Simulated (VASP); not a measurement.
# Al2BN3 (P3m1) in VASP: notebook

The runs below take Al2BN3 through single point, relaxation of cell and atoms, with PBE.

Everything below comes from runs of VASP 6.6.1. Logs are shortened: lines on timing, memory, paths and dates and some standing lists are left out, and cuts for length are marked.

### Step 1. The cell of the first run

Symmetry: P3m1, No. 156, trigonal system. Conventional cell: a = 2.959 Å, b = 2.959 Å, c = 7.234 Å, α = 90.00°, β = 90.00°, γ = 120.00°. Al (site symmetry 3m) has 4 N at 1.85 to 1.89 Å within 2.5 Å. Al (site symmetry 3m) has 4 N at 1.85 to 1.87 Å within 2.4 Å. B (site symmetry 3m) has 4 N at 1.52 to 1.79 Å within 2.0 Å. N (site symmetry 3m) has 4 Al at 1.85 to 1.87 Å within 2.5 Å. Within 2.0 Å of N (site symmetry 3m) lie 1 B at 1.52 Å and 3 Al at 1.85 Å. Within 2.4 Å of N (site symmetry 3m) lie 3 B at 1.79 Å and 1 Al at 1.89 Å.

### Step 2. Single point, PBE

File INCAR:

```
SYSTEM = Al2BN3
PREC = Accurate
ENCUT = 520
EDIFF = 1E-7
ISMEAR = 0
SIGMA = 0.1
LREAL = .FALSE.
LASPH = .TRUE.
NELM = 60
ALGO = Normal
ISIF = 2
LWAVE = .FALSE.
LCHARG = .TRUE.
GGA = PE
LELF = .TRUE.
LVHAR = .TRUE.
NBANDS = 21
```

File KPOINTS:

```
regular mesh
0
G
  6 6 2
  0 0 0
```

File POSCAR:

```
Al2BN3
1.0
    2.9590948373      0.0000000027      0.0000000000
   -1.4795474210      2.5626513000      0.0000000000
    0.0000000000      0.0000000000      7.2336465064
Al B N
2 1 3
Direct
    0.0000000000      0.0000000000     -0.0104267631
    0.6666666667      0.3333333333      0.3470330389
    0.3333333333      0.6666666667      0.6541564785
    0.6666666667      0.3333333333      0.0878787641
    0.3333333333      0.6666666667      0.4436040813
    0.0000000000      0.0000000000      0.7277544003
```

Potentials or basis: VASP PAW PBE potentials, release 64 (Al, B, N).

Command:

```console
cat potpaw_PBE.64/Al/POTCAR potpaw_PBE.64/B/POTCAR potpaw_PBE.64/N/POTCAR > POTCAR
mpirun -np 1 vasp_std > vasp.out
```

OUTCAR:

```text
SYSTEM = Al2BN3
   PREC = Accurate
   ENCUT = 520
   EDIFF = 1E-7
   ISMEAR = 0
   LREAL = .FALSE.
   LASPH = .TRUE.
   NELM = 60
   ISIF = 2
   GGA = PE

 ion  position               nearest neighbor table
   1  0.000  0.000  0.990-   4 1.85   4 1.85   4 1.85   6 1.89   2 3.10   2 3.10   2 3.10
   2  0.667  0.333  0.347-   5 1.85   5 1.85   5 1.85   4 1.87   1 3.10   1 3.10   1 3.10
   3  0.333  0.667  0.654-   5 1.52   6 1.79   6 1.79   6 1.79
   4  0.667  0.333  0.088-   1 1.85   1 1.85   1 1.85   2 1.87
   5  0.333  0.667  0.444-   3 1.52   2 1.85   2 1.85   2 1.85
   6  0.000  0.000  0.728-   3 1.79   3 1.79   3 1.79   1 1.89

  LATTYP: Found a hexagonal cell.
 ALAT       =     2.9590948373
 C/A-ratio  =     2.4445470335

  Lattice vectors:

 A1 = (   2.9590948373,   0.0000000027,   0.0000000000)
 A2 = (  -1.4795474210,   2.5626513000,   0.0000000000)
 A3 = (   0.0000000000,   0.0000000000,   7.2336465064)

Analysis of symmetry for initial positions (statically):
=====================================================================
 Subroutine PRICEL returns:
 Original cell was already a primitive cell.

 Routine SETGRP: Setting up the symmetry group for a
 hexagonal supercell.

 Subroutine GETGRP returns: Found  6 space group operations
 (whereof  6 operations were pure point group operations)
 out of a pool of 24 trial point group operations.

The static configuration has the point symmetry C_3v.

Analysis of symmetry for dynamics (positions and initial velocities):
=====================================================================
 Subroutine PRICEL returns:
 Original cell was already a primitive cell.

 Routine SETGRP: Setting up the symmetry group for a
 hexagonal supercell.

 Subroutine GETGRP returns: Found  6 space group operations
 (whereof  6 operations were pure point group operations)
 out of a pool of 24 trial point group operations.

The dynamic configuration has the point symmetry C_3v.

 Subroutine INISYM returns: Found  6 space group operations
 (whereof  6 operations are pure point group operations),
 and found     1 'primitive' translations

----------------------------------------------------------------------------------------

                                     Primitive cell

  volume of cell :      54.8537

  direct lattice vectors                    reciprocal lattice vectors
     2.959094837  0.000000003  0.000000000     0.337941179  0.195110431  0.000000000
    -1.479547421  2.562651300  0.000000000    -0.000000000  0.390220862  0.000000000
     0.000000000  0.000000000  7.233646506     0.000000000  0.000000000  0.138242863

  length of vectors
     2.959094837  2.959094837  7.233646506     0.390220862  0.390220862  0.138242863

  position of ions in fractional coordinates (direct lattice)
     0.000000000  0.000000000  0.989573237
     0.666666667  0.333333333  0.347033039
     0.333333333  0.666666667  0.654156478
     0.666666667  0.333333333  0.087878764
     0.333333333  0.666666667  0.443604081
     0.000000000  0.000000000  0.727754400

  ion indices of the primitive-cell ions
   primitive index   ion index
                 1           1
                 2           2
                 3           3
                 4           4
                 5           5
                 6           6

----------------------------------------------------------------------------------------

 KPOINTS: regular mesh

Automatic generation of k-mesh.
 Grid dimensions read from file:
 generate k-points for:    6    6    2

 Generating k-lattice:

  Cartesian coordinates                     Fractional coordinates (reciprocal lattice)
     0.056323530  0.032518405  0.000000000     0.166666667 -0.000000000  0.000000000
    -0.000000000  0.065036810  0.000000000    -0.000000000  0.166666667  0.000000000
     0.000000000  0.000000000  0.069121431     0.000000000  0.000000000  0.500000000

  Length of vectors
     0.065036810  0.065036810  0.069121431

  Shift w.r.t. Gamma in fractional coordinates (k-lattice)
     0.000000000  0.000000000  0.000000000

 Subroutine IBZKPT returns following result:
 ===========================================

 Found     14 irreducible k-points:

 Following reciprocal coordinates:
            Coordinates               Weight
  0.000000  0.000000  0.000000      1.000000
  0.166667  0.000000  0.000000      6.000000
  0.333333  0.000000  0.000000      6.000000
  0.500000  0.000000  0.000000      3.000000
  0.166667  0.166667  0.000000      6.000000
  0.333333  0.166667  0.000000     12.000000
  0.333333  0.333333  0.000000      2.000000
  0.000000  0.000000  0.500000      1.000000
  0.166667  0.000000  0.500000      6.000000
  0.333333  0.000000  0.500000      6.000000
  0.500000  0.000000  0.500000      3.000000
  0.166667  0.166667  0.500000      6.000000
  0.333333  0.166667  0.500000     12.000000
  0.333333  0.333333  0.500000      2.000000
   k-points           NKPTS =     14   k-points in BZ     NKDIM =     14   number of bands    NBANDS=     21
   number of dos      NEDOS =    301   number of ions     NIONS =      6
   total plane-waves  NPLWV =  31104
   dimension x,y,z NGX =    24 NGY =   24 NGZ =   54
   dimension x,y,z NGXF=    48 NGYF=   48 NGZF=  108
   ions per type =               2   1   3
   NGX,Y,Z   is equivalent  to a cutoff of  13.48, 13.48, 12.41 a.u.
   NGXF,Y,Z  is equivalent  to a cutoff of  26.97, 26.97, 24.82 a.u.
 SYSTEM =  Al2BN3
   PREC   = accura    normal or accurate (medium, high low for compatibility)
   ISTART =      0    job   : 0-new  1-cont  2-samecut
   ICHARG =      2    charge: 1-file 2-atom 10-const
   ISPIN  =      1    spin polarized calculation?
   LNONCOLLINEAR =      F non collinear calculations
   LSORBIT =      F    spin-orbit coupling
   LASPH  =      T    aspherical Exc in radial PAW
   ENCUT  =  520.0 eV  38.22 Ry    6.18 a.u.   5.50  5.50 13.45*2*pi/ulx,y,z
   NELM   =     60;   NELMIN=  2; NELMDL= -5     # of ELM steps
   EDIFF  = 0.1E-06   stopping-criterion for ELM
   LREAL  =      F    real-space projection
   EDIFFG = 0.1E-05   stopping-criterion for IOM
   NSW    =      0    number of steps for IOM
   IBRION =     -1    ionic relax: 0-MD 1-quasi-New 2-CG
   NFREE  =      0    steps in history (QN), initial steepest desc. (CG)
   ISIF   =      2    stress and relaxation
   ISYM   =      2    0-nonsym 1-usesym 2-fastsym
   POTIM  = 0.5000    time-step for ionic-motion
   TEBEG  =    0.0;   TEEND  =   0.0 temperature during run
   PSTRESS=    0.0 pullay stress
   NELECT =      24.0000    total number of electrons
   NUPDOWN=      -1.0000    fix difference up-down
   EMIN   =  10.00;   EMAX   =-10.00  energy-range for DOS
   EFERMI =   0.00;   METHOD = LEGACY
   ISMEAR =     0;   SIGMA  =   0.10  broadening in eV -4-tet -1-fermi 0-gaus
   EFERMI_NEDOS =   21; number of points for ismear=-14 and -15
   IALGO  =     38    algorithm
   IMIX   =      4    mixing-type and parameters
     AMIX     =   0.40;   BMIX     =  1.00
     AMIX_MAG =   1.60;   BMIX_MAG =  1.00
  volume/ion in A,a.u.               =       9.14        61.70
  Fermi-wavevector in a.u.,A,eV,Ry     =   1.242825  2.348599 21.015753  1.544614
  Thomas-Fermi vector in A             =   2.377163
   LORBIT       =      0    0 simple, 1 ext, 2 COOP (PROOUT), +10 PAW based schemes
   GGA     = PE    functional components
   LHFCALC =     F    Hartree Fock is set to
   AEXX    =    0.0000 exact exchange contribution
   IVDW    =     0    specifies the selected vdW correction
   LEPSILON=     F    determine dielectric tensor
   LRPA    =     F    only Hartree local field effects (RPA)
 non-spin polarized calculation
 Gauss-broadening in eV      SIGMA  =   0.10
  energy-cutoff  :      520.00
  volume of cell :       54.85
 maximum number of plane-waves:      1515
 NGX is ok and might be reduce to    24
   NGX = 11   NGY = 11   NGZ = 27

 number of electron      24.0000005 magnetization

 Free energy of the ion-electron system (eV)
  ---------------------------------------------------
  ext. energy  EPLUGINS =         0.00000000
  ---------------------------------------------------
  free energy    TOTEN  =       -45.37813451 eV

  energy without entropy =      -45.37813451  energy(sigma->0) =      -45.37813451

 E-fermi :   6.7165     XC(G=0): -11.2759

 val. band max:        6.2620470517   @ k =   0.0000   0.0000   0.0000
 cond. band min:       9.3577780413   @ k =   0.5000   0.0000   0.0000
 fundamental gap:      3.0957309895
 Fermi energy:         6.7164986032

 k-point     1 :       0.0000    0.0000    0.0000
  band No.  band energies     occupation
      1     -10.2460      2.00000
      2      -8.5793      2.00000
      3      -7.9660      2.00000
      4      -0.0785      2.00000
      5       1.1455      2.00000
      6       4.8051      2.00000
[... 13 lines left out ...]
     20      18.6736      0.00000
     21      18.6736      0.00000

 k-point     2 :       0.1667    0.0000    0.0000
  band No.  band energies     occupation
      1      -9.8513      2.00000
      2      -8.2491      2.00000
      3      -7.6617      2.00000
      4       0.1238      2.00000
      5       1.3249      2.00000
      6       3.3851      2.00000
[... 13 lines left out ...]
     20      17.5553      0.00000
     21      18.2092      0.00000

 k-point     3 :       0.3333    0.0000    0.0000
  band No.  band energies     occupation
      1      -8.8166      2.00000
      2      -7.4828      2.00000
      3      -6.9917      2.00000
      4      -0.1535      2.00000
      5       0.8404      2.00000
      6       1.6233      2.00000
[... 13 lines left out ...]
     20      17.4140      0.00000
     21      18.4715      0.00000
[... 217 lines left out ...]
 k-point    13 :       0.3333    0.1667    0.5000
  band No.  band energies     occupation
      1      -8.0450      2.00000
      2      -7.1602      2.00000
      3      -6.5994      2.00000
      4      -0.4925      2.00000
      5       0.7140      2.00000
      6       1.2041      2.00000
[... 13 lines left out ...]
     20      18.0237      0.00000
     21      18.1756      0.00000

 k-point    14 :       0.3333    0.3333    0.5000
  band No.  band energies     occupation
      1      -7.6252      2.00000
      2      -6.7662      2.00000
      3      -6.5981      2.00000
      4      -0.2562      2.00000
      5       0.2811      2.00000
      6       0.8763      2.00000
[... 13 lines left out ...]
     20      18.3238      0.00000
     21      18.5264      0.00000

------------------------ aborting loop because EDIFF is reached ----------------------------------------

  FORCE on cell =-STRESS in cart. coord.  units (eV):
  Direction    XX          YY          ZZ          XY          YZ          ZX
  --------------------------------------------------------------------------------------
  -------------------------------------------------------------------------------------
  Total       -0.0543170     -0.0543170     -0.0897256      0.0000000      0.0000000      0.0000000
  in kB       -1.5865031     -1.5865031     -2.6207242      0.0000000      0.0000000      0.0000000
  external PRESSURE =      -1.9312435 kB  Pullay stress =       0.0000000 kB

 VOLUME and BASIS-vectors are now :
 -----------------------------------------------------------------------------
  energy-cutoff  :      520.00
  volume of cell :       54.85
      direct lattice vectors                 reciprocal lattice vectors
     2.959094837  0.000000003  0.000000000     0.337941179  0.195110431  0.000000000
    -1.479547421  2.562651300  0.000000000    -0.000000000  0.390220862  0.000000000
     0.000000000  0.000000000  7.233646506     0.000000000  0.000000000  0.138242863

 POSITION                                       TOTAL-FORCE (eV/Angst)
 -----------------------------------------------------------------------------------
      0.00000      0.00000      7.15822         0.000000      0.000000      0.003762
      1.47955      0.85422      2.51031        -0.000000     -0.000000     -0.010457
     -0.00000      1.70843      4.73194        -0.000000      0.000000      0.025274
      1.47955      0.85422      0.63568         0.000000     -0.000000     -0.014233
     -0.00000      1.70843      3.20888        -0.000000      0.000000     -0.019307
      0.00000      0.00000      5.26432        -0.000000      0.000000      0.014961
 -----------------------------------------------------------------------------------
    total drift:                               -0.000000     -0.000000      0.000167

  FREE ENERGIE OF THE ION-ELECTRON SYSTEM (eV)
  ---------------------------------------------------
  free  energy   TOTEN  =       -45.3781345061 eV

  energy  without entropy=      -45.3781345061  energy(sigma->0) =      -45.37813451
```

Wall time 30 s (1 thread of Intel Xeon 8259CL, shared host); peak memory 0.17 GiB.

Results:

```yaml
Free_energy: -45.3781 eV
Pressure: -0.2 GPa
Largest_force: 0.025 eV/Å
Band_gap_on_the_k_mesh: 3.10 eV (least direct gap 4.07 eV)
```

Forces on the atoms (eV/Å):
```
Al   0.000  0.000  0.004
Al   0.000  0.000 -0.010
B    0.000  0.000  0.025
N    0.000  0.000 -0.014
N    0.000  0.000 -0.019
N    0.000  0.000  0.015
```

Stress tensor (GPa, compression positive):
```
-0.16  0.00  0.00
 0.00 -0.16  0.00
 0.00  0.00 -0.26
```

Caveat: the k points lie up to 0.43 Å⁻¹ apart.

### Step 3. Single point, PBE

This run uses another cell than the first one, of 11.64 Å³/atom.

File INCAR:

```
ALGO = Normal
EDIFF = 1E-6
ENCUT = 520
GGA = PE
ISIF = 2
ISMEAR = 0
LASPH = True
LCHARG = False
LREAL = False
LWAVE = False
NBANDS = 21
NELM = 60
PREC = Accurate
SIGMA = 0.1
```

File KPOINTS:

```
k-points
0
Gamma
  6 6 2
```

File POSCAR:

```
Al2BN3
1.0
    3.2046086500      0.0000000000      0.0000000000
   -1.6023043300      2.7752725000      0.0000000000
    0.0000000000      0.0000000000      7.8496560200
Al B N
2 1 3
Direct
    0.0000000000      0.0000000000      0.0000000000
    0.6666666700      0.3333333300      0.3333333300
    0.3333333300      0.6666666700      0.6666666700
    0.6666666700      0.3333333300      0.0833333300
    0.3333333300      0.6666666700      0.4166666700
    0.0000000000      0.0000000000      0.7500000000
```

Potentials or basis: VASP PAW PBE potentials, release 64 (Al, B, N).

Command:

```console
cat potpaw_PBE.64/Al/POTCAR potpaw_PBE.64/B/POTCAR potpaw_PBE.64/N/POTCAR > POTCAR
mpirun -np 1 vasp_std > vasp.out
```

Run time: 33 s. Hardware: 1 thread of Intel Xeon 8259CL, shared host; peak memory 0.18 GiB.

The run converged. Its results:

| Item | Value |
| --- | --- |
| Free energy | -42.8388 eV |
| Pressure | -31.4 GPa |
| Largest force | 1.940 eV/Å |
| Band gap on the k mesh | 2.16 eV |

Forces on the atoms (eV/Å):
```
Al   0.000  0.000  0.039
Al   0.000  0.000  0.994
B    0.000  0.000 -0.800
N    0.000  0.000 -0.143
N    0.000  0.000  1.850
N    0.000  0.000 -1.940
```

Stress tensor (GPa, compression positive):
```
-31.02   0.00   0.00
  0.00 -31.02   0.00
  0.00   0.00 -32.28
```

Levels at points of the mesh, in eV from the valence-band top:
| k point | band 9 | band 10 | band 11 | band 12 | band 13 | band 14 | band 15 | band 16 |
| --- | --- | --- | --- | --- | --- | --- | --- | --- |
| (0.00, 0.00, 0.00) | -0.63 | -0.11 | 0.00 | 0.00 | 2.16 | 4.27 | 6.22 | 6.40 |
| (0.50, 0.00, 0.00) | -1.92 | -1.68 | -1.33 | -0.78 | 3.24 | 4.51 | 6.26 | 6.83 |
| (0.00, 0.00, 0.50) | -0.50 | -0.50 | -0.05 | -0.05 | 2.77 | 4.41 | 5.95 | 6.42 |
| (0.50, 0.00, 0.50) | -1.99 | -1.61 | -0.77 | -0.61 | 3.92 | 4.43 | 4.80 | 7.43 |

Caveat: the cell stands under tension; forces of over 1 eV/Å act on the atoms, so gaps and moduli don't describe the material at rest.

### Step 4. Single point, PBE

File INCAR:

```
  ALGO = Normal
  EDIFF = 1E-7
  ENCUT = 520
  GGA = PE
  ISIF = 2
  ISMEAR = 0
  LASPH = T
  LCHARG = T
  LELF = T
  LREAL = F
  LVHAR = T
  LWAVE = F
  NBANDS = 21
  NELM = 60
  PREC = Accurate
  SIGMA = 0.1
```

File KPOINTS:

```
k-points
0
Gamma
  6 6 4
```

File POSCAR:

```
Al2BN3
1.0
    2.9590948373      0.0000000000      0.0000000000
   -1.4795474186      2.5626513013      0.0000000000
    0.0000000000      0.0000000000      7.2336465064
Al B N
2 1 3
Direct
    0.0000000000      0.0000000000      0.9895732369
    0.6666666667      0.3333333333      0.3470330389
    0.3333333333      0.6666666667      0.6541564785
    0.6666666667      0.3333333333      0.0878787641
    0.3333333333      0.6666666667      0.4436040813
    0.0000000000      0.0000000000      0.7277544003
```

Command:

```console
cat potpaw_PBE.64/Al/POTCAR potpaw_PBE.64/B/POTCAR potpaw_PBE.64/N/POTCAR > POTCAR
mpirun -np 1 vasp_std > vasp.out
```

Run time: 48 s. Hardware: 1 thread of Intel Xeon 8259CL, shared host; peak memory 0.18 GiB.

The run converged. Its results:

| Property | Result |
| --- | --- |
| Free energy | -45.3785 eV |
| Pressure | -0.2 GPa |
| Largest force | 0.027 eV/Å |
| Band gap on the k mesh | 3.10 eV (least direct gap 4.07 eV) |

Forces on the atoms (eV/Å):
```
Al   0.000  0.000  0.005
Al   0.000  0.000 -0.011
B    0.000  0.000  0.027
N    0.000  0.000 -0.015
N    0.000  0.000 -0.020
N    0.000  0.000  0.013
```

Stress tensor (GPa, compression positive):
```
-0.16  0.00  0.00
 0.00 -0.16  0.00
 0.00  0.00 -0.26
```

Levels at points of the mesh, in eV from the valence-band top:
| k point | band 8 | band 9 | band 10 | band 11 | band 12 | band 13 | band 14 | band 15 | band 16 | band 17 |
| --- | --- | --- | --- | --- | --- | --- | --- | --- | --- | --- |
| (0.00, 0.00, 0.00) | -0.50 | -0.50 | -0.38 | 0.00 | 0.00 | 4.27 | 5.88 | 7.91 | 7.97 | 7.97 |
| (0.50, 0.00, 0.00) | -3.12 | -2.52 | -1.61 | -1.46 | -0.97 | 3.10 | 6.23 | 7.25 | 8.35 | 9.07 |
| (0.00, 0.00, 0.50) | -1.46 | -0.46 | -0.46 | -0.04 | -0.04 | 4.74 | 6.03 | 7.52 | 7.98 | 7.98 |
| (0.50, 0.00, 0.50) | -3.23 | -3.07 | -1.71 | -0.98 | -0.74 | 4.42 | 4.61 | 6.93 | 8.79 | 9.79 |

A k mesh can miss the band edges.

(Part 1 of 2 ends here.)
